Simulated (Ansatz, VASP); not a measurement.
# Si: VASP beside Ansatz

```
Si
1.0
     2.62900    0.00000    0.00000
    -1.31450    2.27678    0.00000
     0.00000    0.00000    2.55614
Si
1
Cartesian
  0.0000 0.0000 0.0000
```

Change from the starting cell: strain +0.000 along x and y, +0.025 along z, atoms carried along.

Alike in both runs: task single point; functional r2SCAN; k mesh 24 × 24 × 24; occupations gaussian, width 0.15 eV; no spin polarisation.

|  | VASP | Ansatz |
| --- | --- | --- |
| version | VASP 6.6.1 | Ansatz 0.2.0 |
| potentials or method | VASP PAW PBE potentials, release 64 (Si), cutoff 520 eV | scalar-relativistic, plane waves, PAW |
| valence electrons in the cell | 4 | 4 |

```csv
,VASP,Ansatz,Ansatz less VASP
gap on the k mesh at the Fermi level (eV),none,none,-
pressure (GPa),-2.8,-2.7,+0.07
"traceless stress, the component that is largest in VASP (GPa)",-5.49,-5.44,+0.048
```

VASP's potentials were made for PBE, not for r2SCAN. A gap of «none» marks a metal or a gap that the smearing closes.
